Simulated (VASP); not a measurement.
# Ti (Fm-3m) in VASP: a series of runs

Ti is run at these levels: PBEsol; tasks: single point.

Program: VASP 6.6.1. These are calculated values, not measurements. Logs are shortened: lines on timing, memory, paths and dates and some standing lists are left out, and cuts for length are marked.

## Step 1: The cell of the first run

It takes space group Fm-3m (No. 225, cubic). The conventional cell has a = 3.938 Å, b = 3.938 Å, c = 3.938 Å, α = 90.00°, β = 90.00°, γ = 90.00°. Within 3.7 Å of Ti (site symmetry m-3m) lie 12 Ti at 2.78 Å.

## Step 2: Single point, PBEsol (strain -0.030 along x and y, -0.030 along z)

Input file INCAR:

```
  ALGO = Fast
  EDIFF = 1E-6
  ENCUT = 520
  GGA = PS
  ISIF = 2
  ISMEAR = 0
  LASPH = T
  LCHARG = F
  LREAL = F
  LWAVE = F
  NBANDS = 12
  NELM = 80
  PREC = Accurate
  SIGMA = 0.15
```

Input file KPOINTS:

```
k-points
0
Gamma
  10 10 10
```

Input file POSCAR:

```
Ti
1.0
    0.0000000000      1.9691000000      1.9691000000
    1.9691000000      0.0000000000      1.9691000000
    1.9691000000      1.9691000000      0.0000000000
Ti
1
Direct
    0.0000000000      0.0000000000      0.0000000000
```

Potentials or basis: VASP PAW PBE potentials, release 64 (Ti_sv).

On the command line:

```
$ cat potpaw_PBE.64/Ti_sv/POTCAR > POTCAR
$ mpirun -np 1 vasp_std > vasp.out
```

OUTCAR:

```text
EDIFF = 1E-6
   ENCUT = 520
   GGA = PS
   ISIF = 2
   ISMEAR = 0
   LASPH = T
   LREAL = F
   NELM = 80
   PREC = Accurate

 ion  position               nearest neighbor table
   1  0.000  0.000  0.000-

  LATTYP: Found a face centered cubic cell.
 ALAT       =     3.9382000000

  Lattice vectors:

 A1 = (   0.0000000000,   1.9691000000,   1.9691000000)
 A2 = (   1.9691000000,   0.0000000000,   1.9691000000)
 A3 = (   1.9691000000,   1.9691000000,   0.0000000000)

Analysis of symmetry for initial positions (statically):
=====================================================================
 Subroutine PRICEL returns:
 Original cell was already a primitive cell.

 Routine SETGRP: Setting up the symmetry group for a
 face centered cubic supercell.

 Subroutine GETGRP returns: Found 48 space group operations
 (whereof 48 operations were pure point group operations)
 out of a pool of 48 trial point group operations.

The static configuration has the point symmetry O_h .

Analysis of symmetry for dynamics (positions and initial velocities):
=====================================================================
 Subroutine PRICEL returns:
 Original cell was already a primitive cell.

 Routine SETGRP: Setting up the symmetry group for a
 face centered cubic supercell.

 Subroutine GETGRP returns: Found 48 space group operations
 (whereof 48 operations were pure point group operations)
 out of a pool of 48 trial point group operations.

The dynamic configuration has the point symmetry O_h .

 Subroutine INISYM returns: Found 48 space group operations
 (whereof 48 operations are pure point group operations),
 and found     1 'primitive' translations

----------------------------------------------------------------------------------------

                                     Primitive cell

  volume of cell :      15.2698

  direct lattice vectors                    reciprocal lattice vectors
     0.000000000  1.969100000  1.969100000    -0.253923112  0.253923112  0.253923112
     1.969100000  0.000000000  1.969100000     0.253923112 -0.253923112  0.253923112
     1.969100000  1.969100000  0.000000000     0.253923112  0.253923112 -0.253923112

  length of vectors
     2.784727926  2.784727926  2.784727926     0.439807731  0.439807731  0.439807731

  position of ions in fractional coordinates (direct lattice)
     0.000000000  0.000000000  0.000000000

  ion indices of the primitive-cell ions
   primitive index   ion index
                 1           1

----------------------------------------------------------------------------------------

[... 76 lines left out ...]
   ISYM   =      2    0-nonsym 1-usesym 2-fastsym
   POTIM  = 0.5000    time-step for ionic-motion
   TEBEG  =    0.0;   TEEND  =   0.0 temperature during run
   PSTRESS=    0.0 pullay stress
   NELECT =      12.0000    total number of electrons
   NUPDOWN=      -1.0000    fix difference up-down
   EMIN   =  10.00;   EMAX   =-10.00  energy-range for DOS
   EFERMI =   0.00;   METHOD = LEGACY
   ISMEAR =     0;   SIGMA  =   0.15  broadening in eV -4-tet -1-fermi 0-gaus
   EFERMI_NEDOS =   21; number of points for ismear=-14 and -15
   IALGO  =     68    algorithm
   IMIX   =      4    mixing-type and parameters
     AMIX     =   0.40;   BMIX     =  1.00
     AMIX_MAG =   1.60;   BMIX_MAG =  1.00
  volume/ion in A,a.u.               =      15.27       103.05
  Fermi-wavevector in a.u.,A,eV,Ry     =   1.510744  2.854892 31.053212  2.282347
  Thomas-Fermi vector in A             =   2.620893
   LORBIT       =      0    0 simple, 1 ext, 2 COOP (PROOUT), +10 PAW based schemes
   GGA     = PS    functional components
   LHFCALC =     F    Hartree Fock is set to
   AEXX    =    0.0000 exact exchange contribution
   IVDW    =     0    specifies the selected vdW correction
   LEPSILON=     F    determine dielectric tensor
   LRPA    =     F    only Hartree local field effects (RPA)
 non-spin polarized calculation
 RMM-DIIS sequential band-by-band and
 Gauss-broadening in eV      SIGMA  =   0.15
  energy-cutoff  :      520.00
  volume of cell :       15.27
 maximum number of plane-waves:       424
 NGX is ok and might be reduce to    24
   NGX = 11   NGY = 11   NGZ = 11

 number of electron      12.0000000 magnetization

 Free energy of the ion-electron system (eV)
  ---------------------------------------------------
  ext. energy  EPLUGINS =         0.00000000
  ---------------------------------------------------
  free energy    TOTEN  =        -8.24641502 eV

  energy without entropy =       -8.23200432  energy(sigma->0) =       -8.23920967

 E-fermi :   9.5308     XC(G=0): -12.2648

 val. band max:        9.4729171375   @ k =  -0.2000   0.1000   0.0000
 cond. band min:       9.5316691055   @ k =   0.3000   0.0000   0.0000
 fundamental gap:      0.0587519680
 Fermi energy:         9.5308080563

 k-point     1 :       0.0000    0.0000    0.0000
  band No.  band energies     occupation
      1     -46.7464      2.00000
      2     -22.5134      2.00000
      3     -22.5134      2.00000
      4     -22.5134      2.00000
      5       3.1494      2.00000
      6      10.4753      0.00000
      7      10.4753      0.00000
      8      10.4753      0.00000
      9      12.4125      0.00000
     10      12.4125      0.00000
     11      25.5120      0.00000
     12      30.5905      0.00000
[... 331 lines left out ...]
 k-point    24 :       0.4000    0.3000    0.0000
  band No.  band energies     occupation
      1     -46.5246      2.00000
      2     -23.2889      2.00000
      3     -22.8188      2.00000
      4     -22.7854      2.00000
      5       6.7161      2.00000
      6       8.0438      2.00000
      7      10.7386      0.00000
      8      12.5498      0.00000
      9      13.5271      0.00000
     10      13.6409      0.00000
     11      23.2216      0.00000
     12      24.9067      0.00000

 [... further k-points ...]
[... 5 lines left out ...]
  --------------------------------------------------------------------------------------
  -------------------------------------------------------------------------------------
  Total        1.0780064      1.0780064      1.0780064     -0.0000000     -0.0000000      0.0000000
  in kB      113.1093770    113.1093770    113.1093770     -0.0000000     -0.0000000      0.0000000
  external PRESSURE =     113.1093770 kB  Pullay stress =       0.0000000 kB

 VOLUME and BASIS-vectors are now :
 -----------------------------------------------------------------------------
  energy-cutoff  :      520.00
  volume of cell :       15.27
      direct lattice vectors                 reciprocal lattice vectors
     0.000000000  1.969100000  1.969100000    -0.253923112  0.253923112  0.253923112
     1.969100000  0.000000000  1.969100000     0.253923112 -0.253923112  0.253923112
     1.969100000  1.969100000  0.000000000     0.253923112  0.253923112 -0.253923112

 POSITION                                       TOTAL-FORCE (eV/Angst)
 -----------------------------------------------------------------------------------
      0.00000      0.00000      0.00000         0.000000      0.000000      0.000000
 -----------------------------------------------------------------------------------
    total drift:                               -0.000000      0.000000     -0.000000

  FREE ENERGIE OF THE ION-ELECTRON SYSTEM (eV)
  ---------------------------------------------------
  free  energy   TOTEN  =        -8.2464150212 eV

  energy  without entropy=       -8.2320043246  energy(sigma->0) =       -8.23920967
```

stdout:

```text
POSCAR found type information on POSCAR Ti
 POSCAR found :  1 types and       1 ions
 scaLAPACK will be used
 -----------------------------------------------------------------------------
|                                                                             |
|                                                                             |
|     You enforced a specific xc type in the INCAR file but a different       |
|     I HOPE YOU KNOW WHAT YOU ARE DOING!                                     |
|                                                                             |
 -----------------------------------------------------------------------------

 LDA part: xc-table for (Slater+PW92), standard interpolation
 POSCAR, INCAR and KPOINTS ok, starting setup
 FFT: planning ... GRIDC
 FFT: planning ... GRID_SOFT
 FFT: planning ... GRID
 WAVECAR not read
 entering main loop
WARNING in EDDRMM: call to ZHEGV failed, returncode =   6  3      5
```

Wall time 6.9 s (1 thread of Intel Xeon 6975P-C, shared host); peak memory 0.14 GiB.

What came out:

- Free energy: -8.2464 eV
- Pressure: 11.3 GPa
- Band gap on the k mesh: zero (band 6 reaches 10.48 eV, above the bottom of band 7 at 9.24 eV)

Levels at points of the mesh, in eV from the Fermi level:
| k point | band 3 | band 4 | band 5 | band 6 | band 7 | band 8 | band 9 | band 10 |
| --- | --- | --- | --- | --- | --- | --- | --- | --- |
| (0.00, 0.00, 0.00) | -32.04 | -32.04 | -6.38 | 0.94 | 0.94 | 0.94 | 2.88 | 2.88 |
| (0.50, 0.00, 0.00) | -32.17 | -32.17 | -2.91 | 0.79 | 0.79 | 1.02 | 4.18 | 4.18 |
| (0.50, 0.50, 0.00) | -32.40 | -32.40 | -3.08 | -2.10 | 3.50 | 4.16 | 4.53 | 4.53 |

Caveat: the cell differs from its parent crystal (strain -0.030 along x and y, -0.030 along z); the PAW data sets were made with another functional, which shifts forces and pressure a little.

## Step 3: Single point, PBEsol (strain -0.015 along x and y, -0.015 along z)

Input file INCAR:

```
ALGO = Normal
EDIFF = 1E-6
ENCUT = 520
GGA = PS
ISIF = 2
ISMEAR = 0
LASPH = True
LCHARG = False
LREAL = False
LWAVE = False
NBANDS = 12
NELM = 60
PREC = Accurate
SIGMA = 0.15
```

KPOINTS is that of step 2.

Input file POSCAR:

```
Ti
1.0
    0.0000000000      1.9995500000      1.9995500000
    1.9995500000      0.0000000000      1.9995500000
    1.9995500000      1.9995500000      0.0000000000
Ti
1
Direct
    0.0000000000      0.0000000000      0.0000000000
```

Potentials or basis: VASP PAW PBE potentials, release 64 (Ti_sv).

On the command line:

```
$ cat potpaw_PBE.64/Ti_sv/POTCAR > POTCAR
$ mpirun -np 1 vasp_std > vasp.out
```

It took 3.7 s on 1 thread of Intel Xeon 6975P-C, shared host; peak memory 0.14 GiB.

It converged, with:

- Free energy: -8.2825 eV
- Pressure: 4.9 GPa
- Band gap on the k mesh: zero (band 6 reaches 9.93 eV, above the bottom of band 7 at 8.72 eV)

Levels at points of the mesh, in eV from the Fermi level:
| k point | band 4 | band 5 | band 6 | band 7 | band 8 | band 9 |
| --- | --- | --- | --- | --- | --- | --- |
| (0.00, 0.00, 0.00) | -32.19 | -6.29 | 0.92 | 0.92 | 0.92 | 2.74 |
| (0.50, 0.00, 0.00) | -32.30 | -2.79 | 0.78 | 0.78 | 0.87 | 3.96 |
| (0.50, 0.50, 0.00) | -32.49 | -2.89 | -1.95 | 3.24 | 3.95 | 4.29 |

Caveat: the cell differs from its parent crystal (strain -0.015 along x and y, -0.015 along z); the PAW data sets were made with another functional, which shifts forces and pressure a little.

## Step 4: Single point, PBEsol (strain +0.030 along x and y, +0.030 along z)

Input file INCAR:

```
  PREC = Accurate
  ENCUT = 520
  EDIFF = 1E-7
  ISMEAR = 0
  SIGMA = 0.15
  LREAL = F
  LASPH = T
  NELM = 60
  ALGO = Fast
  ISIF = 2
  LWAVE = F
  LCHARG = F
  GGA = PS
  NBANDS = 12
```

Input file KPOINTS:

```
regular mesh
0
Gamma
  10 10 10
```

Input file POSCAR:

```
Ti
1.0
    0.0000000000      2.0909000000      2.0909000000
    2.0909000000      0.0000000000      2.0909000000
    2.0909000000      2.0909000000      0.0000000000
Ti
1
Direct
    0.0000000000      0.0000000000      0.0000000000
```

On the command line:

```
$ cat potpaw_PBE.64/Ti_sv/POTCAR > POTCAR
$ mpirun -np 1 vasp_std > vasp.out
```

Run time: 9 s. Hardware: 1 thread of Intel Xeon 6975P-C, shared host; peak memory 0.14 GiB.

The run converged. Its results:

| Property | Result |
| --- | --- |
| Free energy | -8.2428 eV |
| Pressure | -9.1 GPa |
| Band gap on the k mesh | zero (band 6 reaches 8.41 eV, above the bottom of band 7 at 7.31 eV) |

Levels at points of the mesh, in eV from the Fermi level:
```csv
k point,band 3,band 4,band 5,band 6,band 7,band 8,band 9,band 10
"(0.00, 0.00, 0.00)",-32.58,-32.58,-5.97,0.84,0.84,0.84,2.35,2.35
"(0.50, 0.00, 0.00)",-32.65,-32.65,-2.48,0.53,0.73,0.73,3.36,3.36
"(0.50, 0.50, 0.00)",-32.78,-32.78,-2.41,-1.58,2.62,3.35,3.63,3.63
```

Caveat: the cell differs from its parent crystal (strain +0.030 along x and y, +0.030 along z); the PAW data sets were made with another functional, which shifts forces and pressure a little.

## Step 5: The runs side by side

| cell | gap on the mesh (eV) | pressure (GPa) |
| --- | --- | --- |
| a = 2.785 Å, angles 60.0°, 1 atom | none | 11.3 |
| a = 2.828 Å, angles 60.0°, 1 atom | none | 4.9 |
| a = 2.957 Å, angles 60.0°, 1 atom | none | -9.1 |

Alike in all rows: task single point; level PBEsol; potentials or basis VASP PAW PBE potentials, release 64 (Ti_sv); no spin polarisation; k mesh 10 × 10 × 10; cutoff (eV) 520; smearing gaussian 0.15 eV.

Caveats: the PAW data sets were made with another functional, which shifts forces and pressure a little.

Absolute energies hang on the potentials; compare differences alone.
